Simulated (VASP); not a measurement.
A run of VASP 6.6.1 is set up as follows.

File POSCAR:

```
ZrB2
1.0
    3.2321726471      0.0000000000      0.0000000000
   -1.6160863235      2.7991436218      0.0000000000
    0.0000000000      0.0000000000      3.6022921016
Zr B
1 2
Direct
    0.0000000000      0.0000000000      0.0000000000
    0.6666666667      0.3333333333      0.5000000000
    0.3333333333      0.6666666667      0.5000000000
```

The input INCAR.step1:

```
PREC = Accurate
ENCUT = 520
ISMEAR = -1
SIGMA = 0.05
LREAL = False
LASPH = True
NELM = 80
NBANDS = 16
GGA = PE
ALGO = Normal
EDIFF = 1E-4
LWAVE = True
LCHARG = False
```

INCAR.step2

```
PREC = Accurate
ENCUT = 520
EDIFF = 1E-7
ISMEAR = -1
SIGMA = 0.05
LREAL = False
LASPH = True
NELM = 80
ALGO = Normal
ISIF = 2
LWAVE = False
LCHARG = False
METAGGA = R2SCAN
LMIXTAU = True
NBANDS = 16
ISTART = 1
```

The input KPOINTS:

```
regular mesh
0
Gamma
  10 10 8
```

Potentials or basis: VASP PAW PBE potentials, release 64 (Zr_sv, B).

Launch:

```bash
$ cat potpaw_PBE.64/Zr_sv/POTCAR potpaw_PBE.64/B/POTCAR > POTCAR
$ cp INCAR.step1 INCAR
$ mpirun -np 1 vasp_std > vasp.out
$ cp INCAR.step2 INCAR
$ mpirun -np 1 vasp_std > vasp.out
```

Estimate the pressure.

-12.0 GPa.

What does it give for the band gap on the k mesh?

Zero (bands 9 and 10 overlap by 0.80 eV).

Stress tensor (GPa, compression positive):
```
-13.19   0.00   0.00
  0.00 -13.19   0.00
  0.00   0.00  -9.58
```

Caveat: the cell stands under tension; the PAW data sets were made with another functional, which shifts forces and pressure a little.
